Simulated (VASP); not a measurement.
# Be2Co (Fmmm) in VASP: notebook

The runs below take Be2Co through single point, with PBE, PBEsol.

Program: VASP 6.6.1. These are calculated values, not measurements. Logs are shortened: lines on timing, memory, paths and dates and some standing lists are left out, and cuts for length are marked.

## Step 1: The cell of the first run

Symmetry: Fmmm, No. 69, orthorhombic system. The conventional cell has a = 2.677 Å, b = 3.839 Å, c = 10.665 Å, α = 90.00°, β = 90.00°, γ = 90.00°. Be (site symmetry mm2) has 4 Co at 2.20 to 2.60 Å and 10 Be at 2.27 to 2.68 Å within 2.9 Å. Co (site symmetry mmm) has 8 Be at 2.20 to 2.60 Å and 6 Co at 2.34 to 2.68 Å within 2.9 Å.

## Step 2: Single point, PBE, collinear spin, ferromagnetic start

Input file INCAR:

```
PREC = Accurate ; ENCUT = 520
EDIFF = 1E-7 ; ISMEAR = 0
SIGMA = 0.1 ; LREAL = False
LASPH = True ; NELM = 150
ALGO = Normal ; ISIF = 2
LWAVE = False ; LCHARG = True
ISPIN = 2 ; MAGMOM = 0 0 1.19
LORBIT = 11 ; LMAXMIX = 4
GGA = PE ; LELF = True
LVHAR = True ; NELECT = 14.0
ISYM = 0 ; NBANDS = 18
```

Input file KPOINTS:

```
Automatic mesh
0
Gamma
  4 4 4
  0.25 0.25 0.25
```

Input file POSCAR:

```
Be2Co
1.0
    0.0000000000      1.9194920000      5.3325430000
    1.3384940000      0.0000000000      5.3325430000
    1.3384940000      1.9194920000      0.0000000000
Be Co
2 1
Direct
    0.3360580000      0.3360580000      0.6639420000
    0.6639420000      0.6639420000      0.3360580000
    0.0000000000      0.0000000000      0.0000000000
```

Potentials or basis: VASP PAW PBE potentials, release 64 (Be, Co).

Started as:

```
> cat potpaw_PBE.64/Be/POTCAR potpaw_PBE.64/Co/POTCAR > POTCAR
> mpirun -np 1 vasp_std > vasp.out
```

OUTCAR:

```text
PREC = Accurate
   ENCUT = 520
   EDIFF = 1E-7
   ISMEAR = 0
   LREAL = False
   LASPH = True
   NELM = 150
   ISIF = 2
   ISPIN = 2
   LORBIT = 11
   GGA = PE
   NELECT = 14.0
   ISYM = 0

 ion  position               nearest neighbor table
   1  0.336  0.336  0.664-   3 2.20   3 2.20   2 2.27   2 2.27   3 2.60   3 2.60
   2  0.664  0.664  0.336-   3 2.20   3 2.20   1 2.27   1 2.27   3 2.60   3 2.60
   3  0.000  0.000  0.000-   2 2.20   2 2.20   1 2.20   1 2.20   1 2.60   2 2.60   2 2.60   1 2.60

IMPORTANT INFORMATION: All symmetrisations will be switched off!
NOSYMM: (Re-)initialisation of all symmetry stuff for point group C_1.

----------------------------------------------------------------------------------------

                                     Primitive cell

  volume of cell :      27.4010

  direct lattice vectors                    reciprocal lattice vectors
     0.000000000  1.919492000  5.332543000    -0.373554159  0.260485587  0.093763895
     1.338494000  0.000000000  5.332543000     0.373554159 -0.260485587  0.093763895
     1.338494000  1.919492000  0.000000000     0.373554159  0.260485587 -0.093763895

  length of vectors
     5.667491895  5.497961535  2.340088829     0.464959265  0.464959265  0.464959265

  position of ions in fractional coordinates (direct lattice)
     0.336058000  0.336058000  0.663942000
     0.663942000  0.663942000  0.336058000
     0.000000000  0.000000000  0.000000000

  ion indices of the primitive-cell ions
   primitive index   ion index
                 1           1
                 2           2
                 3           3

----------------------------------------------------------------------------------------

 KPOINTS: Automatic mesh

Automatic generation of k-mesh.
 Grid dimensions read from file:
 generate k-points for:    4    4    4

 Generating k-lattice:

  Cartesian coordinates                     Fractional coordinates (reciprocal lattice)
    -0.093388540  0.065121397  0.023440974     0.250000000  0.000000000  0.000000000
     0.093388540 -0.065121397  0.023440974     0.000000000  0.250000000  0.000000000
     0.093388540  0.065121397 -0.023440974     0.000000000  0.000000000  0.250000000

  Length of vectors
     0.116239816  0.116239816  0.116239816

  Shift w.r.t. Gamma in fractional coordinates (k-lattice)
     0.250000000  0.250000000  0.250000000

 Subroutine IBZKPT returns following result:
 ===========================================

 Found    256 irreducible k-points:

 Following reciprocal coordinates:
            Coordinates               Weight
[... 67 lines left out ...]
   LORBIT       =     11    0 simple, 1 ext, 2 COOP (PROOUT), +10 PAW based schemes
   GGA     = PE    functional components
   LHFCALC =     F    Hartree Fock is set to
   AEXX    =    0.0000 exact exchange contribution
   IVDW    =     0    specifies the selected vdW correction
   LEPSILON=     F    determine dielectric tensor
   LRPA    =     F    only Hartree local field effects (RPA)
 spin polarized calculation
 Gauss-broadening in eV      SIGMA  =   0.10
  energy-cutoff  :      520.00
  volume of cell :       27.40
 maximum number of plane-waves:       749
   NGX = 21   NGY = 21   NGZ =  9

 number of electron      14.0000002 magnetization       0.1947127

 Free energy of the ion-electron system (eV)
  ---------------------------------------------------
  ext. energy  EPLUGINS =         0.00000000
  ---------------------------------------------------
  free energy    TOTEN  =        -6.30731662 eV

  energy without entropy =       -6.30056923  energy(sigma->0) =       -6.30394292

 E-fermi :   8.9019     XC(G=0): -11.9811

 val. band max:        8.8877651139   @ k =  -0.2500  -0.2500   0.1875
 cond. band min:       8.9043277834   @ k =   0.4375   0.5000   0.5000
 fundamental gap:      0.0165626696
 Fermi energy:         8.9018935169

 spin component 1

 k-point     1 :       0.0625    0.0625    0.0625
  band No.  band energies     occupation
      1      -2.5055      1.00000
      2       1.4165      1.00000
      3       2.2878      1.00000
      4       5.9086      1.00000
      5       6.1444      1.00000
      6       7.8574      1.00000
[... 493 lines left out ...]
     17      30.3483      0.00000
     18      31.2714      0.00000

 [... further k-points ...]

 spin component 2

 k-point     1 :       0.0625    0.0625    0.0625
  band No.  band energies     occupation
      1      -2.5009      1.00000
      2       1.4334      1.00000
      3       2.2873      1.00000
      4       6.0339      1.00000
      5       6.2775      1.00000
      6       8.1310      1.00000
[... 493 lines left out ...]
     17      30.3593      0.00000
     18      31.2757      0.00000

 [... further k-points ...]

------------------------ aborting loop because EDIFF is reached ----------------------------------------

  FORCE on cell =-STRESS in cart. coord.  units (eV):
  Direction    XX          YY          ZZ          XY          YZ          ZX
  --------------------------------------------------------------------------------------
  -------------------------------------------------------------------------------------
  Total       11.0882927     11.1800548      9.8081255      0.0001224     -0.0000108     -0.0000059
  in kB      648.3479847    653.7134449    573.4948177      0.0071598     -0.0006334     -0.0003478
  external PRESSURE =     625.1854158 kB  Pullay stress =       0.0000000 kB

 VOLUME and BASIS-vectors are now :
 -----------------------------------------------------------------------------
  energy-cutoff  :      520.00
  volume of cell :       27.40
      direct lattice vectors                 reciprocal lattice vectors
     0.000000000  1.919492000  5.332543000    -0.373554159  0.260485587  0.093763895
     1.338494000  0.000000000  5.332543000     0.373554159 -0.260485587  0.093763895
     1.338494000  1.919492000  0.000000000     0.373554159  0.260485587 -0.093763895

 POSITION                                       TOTAL-FORCE (eV/Angst)
 -----------------------------------------------------------------------------------
      1.33849      1.91949      3.58409        -0.000000      0.000000     -0.053714
      1.33849      1.91949      7.08100         0.000000     -0.000000      0.053714
      0.00000      0.00000      0.00000        -0.000000      0.000000     -0.000000
 -----------------------------------------------------------------------------------
    total drift:                               -0.000000      0.000000     -0.000000

  FREE ENERGIE OF THE ION-ELECTRON SYSTEM (eV)
  ---------------------------------------------------
  free  energy   TOTEN  =        -6.3073166207 eV

  energy  without entropy=       -6.3005692259  energy(sigma->0) =       -6.30394292

 total charge

# of ion       s       p       d       tot
------------------------------------------
    1        0.449   0.773   0.000   1.223
    2        0.449   0.773   0.000   1.223
    3        0.527   0.671   7.691   8.890
--------------------------------------------------
tot          1.426   2.218   7.691  11.335

 magnetization (x)

# of ion       s       p       d       tot
------------------------------------------
    1        0.001  -0.001   0.000  -0.000
    2        0.001  -0.001   0.000  -0.000
    3        0.001  -0.001   0.196   0.196
--------------------------------------------------
tot          0.002  -0.003   0.196   0.195
```

OSZICAR:

```text
N       E                     dE             d eps       ncg     rms          rms(c)
DAV:   1     0.594826018441E+02    0.59483E+02   -0.54662E+03 18720   0.777E+02
DAV:   2    -0.381631439507E+01   -0.63299E+02   -0.55085E+02 19762   0.176E+02
DAV:   3    -0.697489311555E+01   -0.31586E+01   -0.30566E+01 22324   0.433E+01
DAV:   4    -0.701701758391E+01   -0.42124E-01   -0.42064E-01 22690   0.445E+00
DAV:   5    -0.701813885506E+01   -0.11213E-02   -0.11211E-02 21864   0.715E-01    0.122E+01
DAV:   6    -0.984125745077E+01   -0.28231E+01   -0.26446E+01 23468   0.630E+01    0.152E+01
DAV:   7    -0.635563365643E+01    0.34856E+01   -0.17354E+01 23280   0.501E+01    0.298E+00
DAV:   8    -0.631189798736E+01    0.43736E-01   -0.14363E-01 22464   0.347E+00    0.108E+00
DAV:   9    -0.630783236902E+01    0.40656E-02   -0.13613E-02 24490   0.112E+00    0.398E-01
DAV:  10    -0.630756523683E+01    0.26713E-03   -0.23345E-03 24166   0.431E-01    0.203E-01
DAV:  11    -0.630730522115E+01    0.26002E-03   -0.71835E-04 24724   0.193E-01    0.776E-02
DAV:  12    -0.630730925162E+01   -0.40305E-05   -0.41264E-05 20290   0.600E-02    0.400E-02
DAV:  13    -0.630731564791E+01   -0.63963E-05   -0.93275E-06 25036   0.300E-02    0.269E-02
DAV:  14    -0.630731620332E+01   -0.55542E-06   -0.11543E-05 24286   0.327E-02    0.389E-03
DAV:  15    -0.630731653166E+01   -0.32834E-06   -0.46688E-07 20488   0.665E-03    0.148E-03
DAV:  16    -0.630731662067E+01   -0.89008E-07   -0.36961E-08 10268   0.184E-03
   1 F= -.63073166E+01 E0= -.63039429E+01  d E =-.674739E-02  mag=     0.1948
```

stdout:

```text
POSCAR found type information on POSCAR BeCo
 POSCAR found :  2 types and       3 ions
 scaLAPACK will be used
 LDA part: xc-table for (Slater+PW92), standard interpolation
 POSCAR, INCAR and KPOINTS ok, starting setup
 FFT: planning ... GRIDC
 FFT: planning ... GRID_SOFT
 FFT: planning ... GRID
 WAVECAR not read
 entering main loop
 the old and the new charge density differ
 old charge density:    13.00000 new   14.00000
    0.122E+01
```

It took 5.3 min on 1 thread of Intel Xeon Platinum 8488C (Sapphire Rapids), shared host; peak memory 0.34 GiB.

Results:

| Item | Value |
| --- | --- |
| Free energy | -6.3073 eV |
| Largest force | 0.054 eV/Å |
| Net moment | 0.19 μB per cell |
| Site moments | Be -0.00; Co +0.20 μB |
| Valence electrons inside the program's atomic spheres | Be 1.22; Co 8.89 |

Forces on the atoms (eV/Å):
```
Be   0.000  0.000 -0.054
Be   0.000  0.000  0.054
Co   0.000  0.000  0.000
```

Caveat: the k points lie up to 0.73 Å⁻¹ apart; the cell carries a net charge on a neutralising background, which shifts energy and pressure; the cell is charged against a uniform background, so pressure and absolute levels hang on convention.

## Step 3: Single point, PBEsol, collinear spin, ferromagnetic start

Input file INCAR:

```
PREC = Accurate
ENCUT = 520
EDIFF = 1E-6
ISMEAR = 0
SIGMA = 0.1
LREAL = F
LASPH = T
NELM = 150
ALGO = Normal
ISIF = 2
LWAVE = F
LCHARG = T
ISPIN = 2
MAGMOM = 0 0 1.19
LORBIT = 11
LMAXMIX = 4
GGA = PS
LELF = T
LVHAR = T
NBANDS = 18
```

Input file KPOINTS:

```
regular mesh
0
Gamma
  6 6 6
```

POSCAR is that of step 2.

Potentials or basis: VASP PAW PBE potentials, release 64 (Be, Co).

Started as:

```
> cat potpaw_PBE.64/Be/POTCAR potpaw_PBE.64/Co/POTCAR > POTCAR
> mpirun -np 1 vasp_std > vasp.out
```

It took 74 s on 1 thread of Intel Xeon Platinum 8488C (Sapphire Rapids), shared host; peak memory 0.22 GiB.

Results (log left out):

* Free energy: -15.8157 eV
* Pressure: -4.8 GPa
* Largest force: 0.040 eV/Å
* Band gap on the k mesh: zero (filled and empty bands overlap)
* Net moment: 1.04 μB per cell
* Site moments: Be -0.01; Co +1.04 μB
* Valence electrons inside the program's atomic spheres: Be 1.06; Co 8.52

Forces in eV/Å, atoms in the order of the input:
```
Be   0.000  0.000  0.040
Be   0.000  0.000 -0.040
Co   0.000  0.000  0.000
```

Stress tensor (GPa, compression positive):
```
-4.62  0.00  0.00
 0.00 -7.70  0.00
 0.00  0.00 -2.08
```

Levels at points of the mesh, in eV from the Fermi level:
Spin up:
```
           k point  band 5  band 6  band 7  band 8  band 9  band 10
(0.00, 0.00, 0.00)   -2.68   -1.43   -1.11   -0.91    8.91    11.39
(0.50, 0.00, 0.00)   -1.71   -1.15   -0.82   -0.16    3.95     4.51
(0.50, 0.50, 0.00)   -1.70   -1.46   -1.11   -0.91    4.98    11.83
(0.50, 0.00, 0.50)   -1.96    0.11    1.93    3.28    4.37     4.55
(0.00, 0.50, 0.50)   -0.84   -0.61    0.11    1.29    5.02     5.34
```
Spin down:
```csv
k point,band 3,band 4,band 5,band 6,band 7,band 8,band 9,band 10
"(0.00, 0.00, 0.00)",-5.35,-2.30,-1.96,-0.26,-0.13,0.40,8.93,11.65
"(0.50, 0.00, 0.00)",-3.49,-3.01,-1.71,-0.03,0.39,0.69,4.38,4.56
"(0.50, 0.50, 0.00)",-3.12,-2.30,-1.70,-0.25,-0.18,0.40,5.31,11.85
"(0.50, 0.00, 0.50)",-3.15,-1.39,-1.17,1.25,2.16,3.67,4.49,4.55
"(0.00, 0.50, 0.50)",-1.33,-0.94,-0.83,-0.01,1.25,1.35,5.04,5.81
```

Caveat: the k points lie up to 0.49 Å⁻¹ apart; the PAW data sets were made with another functional, which shifts forces and pressure a little.
